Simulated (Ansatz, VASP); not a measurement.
# Al4Co in VASP and in Ansatz

```xyz
10
Lattice="4.1769 0.0000 0.0000 0.0000 4.1769 0.0000 0.0000 0.0000 8.9354" Properties=species:S:1:pos:R:3 pbc="T T T"
Al    0.0000    0.0000    0.0000
Al    2.0885    2.0885    0.0000
Al    0.0000    2.0885    4.3339
Al    2.0885    0.0000    4.6015
Al    0.0000    0.0000    2.6325
Al    2.0885    2.0885    2.6325
Al    2.0885    2.0885    6.3029
Al    0.0000    0.0000    6.3029
Co    0.0000    2.0885    1.5671
Co    2.0885    0.0000    7.3683
```

Change from the starting cell: species swapped into the Be4B type (P4/nmm, No. 129).

Alike in both runs: task relaxation of cell and atoms; functional PBE; k mesh 8 × 8 × 4; occupations gaussian, width 0.1 eV; no spin polarisation.

|  | VASP | Ansatz |
| --- | --- | --- |
| version | VASP 6.6.1 | Ansatz 0.2.0 |
| potentials or method | VASP PAW PBE potentials, release 64 (Al, Co), cutoff 600 eV | scalar-relativistic, plane waves, PAW |
| valence electrons in the cell | 42 | 58 |

```tsv
	VASP	Ansatz	Ansatz less VASP
gap on the k mesh at the Fermi level, each at its own relaxed structure (eV)	none	none	-
relaxed volume (Å³/atom)	15.60	15.61	+0.017
relaxed length of the cell vector where the two differ most in proportion (Å)	8.978	8.982	+0.0039
```

A gap of «none» marks a metal or a gap that the smearing closes. VASP's potentials hold 42 valence electrons a cell and Ansatz's 58, so a difference there can come from the potentials and not from the codes.
